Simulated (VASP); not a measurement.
Input of a VASP 6.6.1 run:

Contents of INCAR:

```
SYSTEM = Al13Si3C3N13
PREC = Accurate ; ENCUT = 520
EDIFF = 1E-7 ; ISMEAR = -1
SIGMA = 0.05 ; LREAL = Auto
LASPH = .TRUE. ; NELM = 80
ALGO = Normal ; ISIF = 2
LWAVE = .FALSE. ; LCHARG = .TRUE.
GGA = PS ; LELF = .TRUE.
LVHAR = .TRUE. ; ISYM = 0
NBANDS = 246
```

File KPOINTS:

```
Automatic mesh
0
Gamma
  1 1 1
  0.25 0.25 0.25
```

File POSCAR:

```
Al13Si3C3N13
1.0
    9.3199030000      0.0000000000      0.0000000000
    0.0000000000     10.7616960000      0.0000000000
    0.0000000000      0.0000000000      9.9913930000
Al Si N C
39 9 39 9
Direct
    0.1638700000      0.0819390000      0.2487420000
    0.1675450000      0.0827930000      0.7487650000
    0.0022740000      0.3310530000      0.7472990000
    0.5002730000      0.0854350000      0.2485940000
    0.1645730000      0.5823570000      0.2462870000
    0.1678210000      0.5846620000      0.7468040000
    0.0049440000      0.8314970000      0.2469000000
    0.9945060000      0.8338140000      0.7500810000
    0.8314830000      0.0832730000      0.2468720000
    0.8305800000      0.0870310000      0.7530600000
    0.6667320000      0.3336450000      0.2498490000
    0.6650950000      0.3329670000      0.7482430000
    0.4992730000      0.5838200000      0.7491860000
    0.3377660000      0.8348830000      0.2515600000
    0.3372200000      0.8323010000      0.7494420000
    0.8346080000      0.5807430000      0.2478320000
    0.8345140000      0.5827020000      0.7517190000
    0.6644230000      0.8343930000      0.2474260000
    0.6654770000      0.8348200000      0.7482370000
    0.9981270000      0.1679590000      0.4972610000
    0.9977780000      0.1685790000      0.9960160000
    0.3333540000      0.1645900000      0.4962580000
    0.3372360000      0.1679830000      0.0006780000
    0.1676820000      0.4175890000      0.4986830000
    0.1666670000      0.4167990000      0.9962610000
    0.0032930000      0.6659550000      0.4983260000
    0.9989800000      0.6706140000      0.0006380000
    0.6702080000      0.1678390000      0.9972900000
    0.5028890000      0.4162390000      0.5035010000
    0.4987970000      0.4159640000      0.9991300000
    0.3314770000      0.6678870000      0.5023600000
    0.1653660000      0.9180920000      0.4943750000
    0.1646330000      0.9136760000      0.0011500000
    0.8367610000      0.4179860000      0.4993720000
    0.8375300000      0.4193080000      0.9982900000
    0.4993180000      0.9167270000      0.4986480000
    0.5024540000      0.9164340000      0.9999140000
    0.8380700000      0.9150790000      0.4985990000
    0.8305160000      0.9194810000      0.9992790000
    0.0034690000      0.3341660000      0.2509940000
    0.5038470000      0.0860270000      0.7486410000
    0.3370500000      0.3289410000      0.2527150000
    0.3331760000      0.3323690000      0.7511440000
    0.4993240000      0.5804540000      0.2511140000
    0.6679410000      0.1670250000      0.5027540000
    0.3332430000      0.6663010000      0.9982020000
    0.6681480000      0.6656160000      0.4966790000
    0.6656210000      0.6653400000      0.9971880000
    0.0019860000      0.1682930000      0.1855650000
    0.9994850000      0.1684320000      0.6915630000
    0.3353770000      0.1659240000      0.1920410000
    0.3365900000      0.1647540000      0.6870380000
    0.1645070000      0.4172470000      0.1848680000
    0.1675270000      0.4186860000      0.6896230000
    0.0000530000      0.6669730000      0.1904150000
    0.0012960000      0.6679980000      0.6916850000
    0.6645160000      0.1711280000      0.1883590000
    0.6652210000      0.1682970000      0.6889590000
    0.5025890000      0.4163490000      0.1879440000
    0.4968570000      0.4119510000      0.6868600000
    0.3317270000      0.6629180000      0.1868200000
    0.3310280000      0.6675010000      0.6905170000
    0.1657350000      0.9159410000      0.6885950000
    0.6641870000      0.6691500000      0.1909360000
    0.6657420000      0.6686290000      0.6891520000
    0.5013320000      0.9192790000      0.1920090000
    0.4989830000      0.9143030000      0.6942910000
    0.8364350000      0.9157980000      0.1863680000
    0.8358210000      0.9146960000      0.6865260000
    0.1687770000      0.0828540000      0.4403600000
    0.1683290000      0.0841810000      0.9422870000
    0.0034810000      0.3348100000      0.4431510000
    0.0004300000      0.3320570000      0.9376850000
    0.5001630000      0.0841240000      0.4410620000
    0.3310780000      0.3339300000      0.9380660000
    0.1677300000      0.5823590000      0.4420430000
    0.1672470000      0.5854980000      0.9399240000
    0.9976560000      0.8333570000      0.4394320000
    0.0017810000      0.8339220000      0.9370020000
    0.8311370000      0.0814890000      0.4371190000
    0.6648110000      0.3355810000      0.4413240000
    0.6691350000      0.3337490000      0.9386150000
    0.5006060000      0.5812580000      0.4374250000
    0.3321960000      0.8374210000      0.4376150000
    0.3338330000      0.8351670000      0.9393520000
    0.8337400000      0.5823650000      0.9401100000
    0.6662380000      0.8353570000      0.9377540000
    0.1672840000      0.9133960000      0.1903540000
    0.8328050000      0.4184710000      0.1910420000
    0.8323090000      0.4151650000      0.6857190000
    0.5002640000      0.0813790000      0.9400840000
    0.3312040000      0.3324820000      0.4415730000
    0.8355520000      0.0852880000      0.9411290000
    0.5028360000      0.5826830000      0.9424530000
    0.8334310000      0.5821750000      0.4385500000
    0.6666070000      0.8324940000      0.4363790000
```

Potentials or basis: VASP PAW PBE potentials, release 64 (Al, Si, N, C).

The run is started by

```console
$ cat potpaw_PBE.64/Al/POTCAR potpaw_PBE.64/Si/POTCAR potpaw_PBE.64/N/POTCAR potpaw_PBE.64/C/POTCAR > POTCAR
$ mpirun -np 1 vasp_std > vasp.out
```

Q: Estimate the pressure.

A: 1.6 GPa.

Q: Estimate the band gap on the k mesh.

A: 2.33 eV, direct.

Forces on the atoms (eV/Å):
```
Al   0.106 -0.905 -0.054
Al  -1.226 -0.863  1.062
Al  -1.677  0.456  0.560
Al   1.097 -0.614 -0.460
Al  -1.162  0.731  1.374
Al  -1.018  0.649  0.056
Al  -1.181  0.407  0.819
Al   1.128  0.114 -0.154
Al  -0.208 -0.248 -1.591
Al   1.680 -1.257  0.544
Al   1.157 -0.948  0.209
Al   1.534  1.211  1.268
Al   0.386  0.087 -0.398
Al  -0.815  1.091 -0.266
Al  -1.807  0.526  0.033
Al   0.532  1.218  1.076
Al   0.157 -0.528 -1.740
Al   1.078  1.317  0.388
Al   1.253  0.106 -0.747
Al   0.974 -0.278  0.943
Al   0.767 -0.527 -0.285
Al  -0.618  0.142 -0.302
Al  -1.196 -1.560 -0.373
Al  -0.368  0.331  0.194
Al  -1.461 -0.420 -0.665
Al  -1.256  0.781  0.381
Al  -0.074  0.646  0.159
Al   0.157  0.192  0.423
Al  -0.592 -0.728 -0.916
Al   1.724 -1.261 -0.873
Al  -0.399  0.901 -0.480
Al  -0.615 -0.682  0.090
Al  -0.252  1.375  0.039
Al  -0.367  0.191 -0.083
Al  -0.578 -1.797 -0.493
Al   0.368 -0.860 -0.119
Al  -0.540  0.235  0.787
Al  -0.725 -1.122  0.128
Al   1.371  0.416  0.025
Si  -2.249 -0.338 -0.256
Si  -0.656 -1.546  2.531
Si  -0.611 -0.325  1.453
Si  -0.146  0.541 -0.763
Si   0.563  0.612 -0.505
Si  -0.357  0.382 -1.565
Si   0.184  0.930 -0.685
Si   2.453  1.442 -0.040
Si   0.716  0.688  0.057
N    0.284  2.435  2.316
N    0.777 -0.813 -1.542
N   -0.347  3.240  0.169
N    1.408  1.564  1.111
N    1.430 -1.919  1.156
N    2.632 -1.615  1.198
N    0.352 -0.744 -0.962
N    0.490 -0.172  0.332
N   -0.428 -0.520  1.302
N   -2.125 -1.558 -2.734
N   -2.589  1.209  1.387
N   -2.190 -0.330  1.825
N    2.323 -1.152 -0.334
N    0.942 -0.481 -0.318
N    0.795  0.108 -0.018
N   -2.099 -1.868 -2.230
N   -1.006 -0.379 -1.050
N    0.006 -0.429 -0.749
N    0.061  3.098 -0.675
N   -0.860 -0.376  0.654
N   -1.138  1.088  0.362
N   -0.656  0.631  0.137
N    0.473  0.613 -0.752
N    0.180 -0.865 -2.876
N    1.524  1.396  0.164
N    2.016  1.006  0.968
N    0.238  0.385 -1.881
N    0.786  0.280 -0.932
N    1.831  0.508  0.789
N    1.252  0.010  0.117
N   -0.791 -0.926 -0.010
N   -1.512  2.171  1.179
N    0.154 -3.253  0.464
N   -1.435  0.800  0.105
N    0.385  0.776 -1.338
N    0.441 -1.322  1.143
N    0.194 -3.297  0.458
N   -1.673  2.520  0.937
N    0.143 -3.517  0.852
C    1.165  0.481  0.058
C    2.377 -2.152 -0.066
C    0.127 -0.308  1.438
C   -0.011  0.928 -2.975
C    1.112  0.410 -2.616
C   -0.501 -0.384 -0.321
C   -1.055  2.044  0.871
C   -2.027  1.476  0.538
C   -0.689 -1.710  1.561
```

Caveat: the k points lie up to 0.67 Å⁻¹ apart; the PAW data sets were made with another functional, which shifts forces and pressure a little. A k mesh can miss the band edges.
